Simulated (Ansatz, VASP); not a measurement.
Two plane-wave programs on In

INCAR

```
ALGO     = Normal         # electronic algorithm
EDIFF    = 1E-7           # SCF threshold, eV
ENCUT    = 520            # plane-wave cutoff, eV
GGA      = PS             # functional
ISIF     = 2              # what is computed and relaxed
ISMEAR   = -1             # smearing method
LASPH    = T              # aspherical terms in the spheres
LCHARG   = T              # write CHGCAR
LELF     = T              # ELF
LREAL    = F              # projectors in reciprocal space
LVHAR    = T            
LWAVE    = F              # write WAVECAR
NBANDS   = 12             # bands
NELM     = 100            # most SCF steps
PREC     = Accurate       # precision mode
SIGMA    = 0.1            # smearing width, eV
```

KPOINTS

```
k-points
0
Gamma
  19 19 23
```

Contents of POSCAR:

```
In
1.0
   -1.5498072550      1.5906223817      2.3695236289
    1.5906223817     -1.5498072550      2.3695236289
    1.4924226759      1.4924226759     -2.3427039806
In
1
Direct
    0.0000000000      0.0000000000      0.0000000000
```

Input for Ansatz:

```yaml
crystal:
  lattice:
    - [-1.549807255, 1.5906223817, 2.3695236289]
    - [1.5906223817, -1.549807255, 2.3695236289]
    - [1.4924226759, 1.4924226759, -2.3427039806]
  atoms:
    - { symbol: In, position: [0.0, 0.0, 0.0] }
hamiltonian:
  xc: pbesol
  pseudopotentials:
    kind: paw
    azcp:
      In: "pseudopotentials/In.paw.azcp"
basis:
  ecutwfc: 420
  fft_grid_basis: typed
kpoints:
  mp_grid: { grid: [19, 19, 23], shift: [0, 0, 0] }
magnetization:
  spin_polarized: false
scf:
  occupations: { method: fermi_dirac, width: 0.1 }
output:
  stress: true
```

Alike in both runs: task single point; functional PBEsol; k mesh 19 × 19 × 23; occupations fermi-dirac, width 0.1 eV; no spin polarisation.

|  | VASP | Ansatz |
| --- | --- | --- |
| version | VASP 6.6.1 | Ansatz 0.2.0 |
| potentials or method | VASP PAW PBE potentials, release 64 (In_d), cutoff 520 eV | plane waves (420 eV) with PAW, scalar-relativistic |
| valence electrons in the cell | 13 | 13 |

|  | VASP | Ansatz | Ansatz less VASP |
| --- | --- | --- | --- |
| pressure (GPa) | 7.9 | 7.9 | +0.04 |
| traceless stress, the component that is largest in VASP (GPa) | -0.28 | -0.28 | +0.001 |

VASP's potentials were made for PBE, not for PBEsol, and Ansatz warns of the same on its side.
